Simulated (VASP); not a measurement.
Input of a VASP 6.6.1 run:

File INCAR:

```
PREC = Accurate
ENCUT = 600
EDIFF = 1E-7
ISMEAR = -1
SIGMA = 0.02
LREAL = F
LASPH = T
NELM = 120
ALGO = Normal
ISIF = 3
LWAVE = F
LCHARG = F
GGA = PE
IBRION = 2
NSW = 80
EDIFFG = -0.005
GGA_COMPAT = F
NELMIN = 4
```

Contents of KPOINTS:

```
regular mesh
0
Gamma
  4 4 6
```

Contents of POSCAR:

```
HfTi3O8
1.0
    3.4490996000     -4.8777634300      0.0000000000
    3.4490996000      4.8777634300      0.0000000000
    0.0000000000      0.0000000000      3.4490996000
Ti O Hf
3 8 1
Direct
    0.0000000000      0.5000000000      0.0000000000
    0.5000000000      0.5000000000      0.5000000000
    0.5000000000      0.0000000000      0.0000000000
    0.3750000000      0.1250000000      0.5000000000
    0.1250000000      0.3750000000      0.5000000000
    0.8750000000      0.1250000000      0.0000000000
    0.6250000000      0.3750000000      0.0000000000
    0.3750000000      0.6250000000      0.0000000000
    0.1250000000      0.8750000000      0.0000000000
    0.8750000000      0.6250000000      0.5000000000
    0.6250000000      0.8750000000      0.5000000000
    0.0000000000      0.0000000000      0.5000000000
```

Potentials or basis: VASP PAW PBE potentials, release 64 (Ti_sv, O, Hf_pv).

Launch:

```console
$ cat potpaw_PBE.64/Ti_sv/POTCAR potpaw_PBE.64/O/POTCAR potpaw_PBE.64/Hf_pv/POTCAR > POTCAR
$ mpirun -np 1 vasp_std > vasp.out
```

Q: What does it give for the relaxed volume?

A: 9.79 Å³/atom.

Q: Predict the space group after relaxing (to 0.1 Å).

A: Cmmm (No. 65).

Q: What does it give for the band gap on the k mesh?

A: 1.23 eV (least direct gap 1.24 eV).

Q: What does it give for the relaxed cell?

A: a = 5.991 Å, b = 5.991 Å, c = 3.478 Å, α = 90.00°, β = 90.00°, γ = 109.70°.

Final structure:
```cif
data_structure
_symmetry_space_group_name_H-M 'P 1'
_symmetry_Int_Tables_number 1
_cell_length_a 5.9905
_cell_length_b 5.9905
_cell_length_c 3.4776
_cell_angle_alpha 90.000
_cell_angle_beta 90.000
_cell_angle_gamma 109.698
_cell_volume 117.49
loop_
_atom_site_label
_atom_site_type_symbol
_atom_site_fract_x
_atom_site_fract_y
_atom_site_fract_z
_atom_site_occupancy
Ti1 Ti 0.00000 0.50000 0.00000 1
Ti2 Ti 0.50000 0.50000 0.50000 1
Ti3 Ti 0.50000 0.00000 0.00000 1
O1 O 0.38434 0.13002 0.50000 1
O2 O 0.13002 0.38434 0.50000 1
O3 O 0.86980 0.13020 0.00000 1
O4 O 0.62275 0.37725 0.00000 1
O5 O 0.37725 0.62275 0.00000 1
O6 O 0.13020 0.86980 0.00000 1
O7 O 0.86998 0.61566 0.50000 1
O8 O 0.61566 0.86998 0.50000 1
Hf1 Hf 0.00000 0.00000 0.50000 1
```

Caveat: spin-orbit coupling is left out, which moves the levels of the heavy elements. A k mesh can miss the band edges.
